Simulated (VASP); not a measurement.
## BN: single point with PBE

BN:

```xyz
2
Lattice="0.0000 1.6985 1.8268 1.8268 0.0000 1.8268 1.8268 1.6985 0.0000" Properties=species:S:1:pos:R:3 pbc="T T T"
B     0.0000    0.0000    0.0000
N     2.7401    2.5478    2.7401
```

This cell differs from its parent crystal: volume 5.668 Å^3 an atom, c/a of the conventional cell 0.9298.

```yaml
Program: VASP 6.6.1
Task: single point
Functional: PBE
Potentials_or_basis: VASP PAW PBE potentials, release 64 (B, N)
Cutoff: 520 eV
k_mesh: 12 × 12 × 12
Occupations: gaussian, width 0.05 eV
Spin: no spin polarisation
Dipole_correction: no
Further_INCAR_settings: ALGO = Normal; EDIFF = 1e-07; NBANDS = 11
```

```
Pressure               : 20.2 GPa
Band gap on the k mesh : 3.25 eV, indirect (least direct gap 8.28 eV)
```

Stress tensor (GPa, compression positive):
```
 6.27  0.00  0.00
 0.00 47.94  0.00
 0.00  0.00  6.27
```

Levels at points of the mesh, in eV from the valence-band top:
```
           k point  band 2  band 3  band 4  band 5  band 6  band 7
(0.00, 0.00, 0.00)   -0.65   -0.65    0.00    8.28    8.80    8.80
(0.50, 0.00, 0.00)  -11.50   -2.99   -1.91    9.24   10.06   11.92
(0.50, 0.50, 0.00)   -9.98   -5.18   -5.15    4.54    9.65   17.31
(0.50, 0.00, 0.50)   -8.87   -6.19   -6.19    3.25    7.86   18.19
```

Run time: 19 s on 1 thread of AMD EPYC 9R45 (Zen 5), on a shared host, peak memory 0.09 GiB.

 A k mesh can miss the band edges.
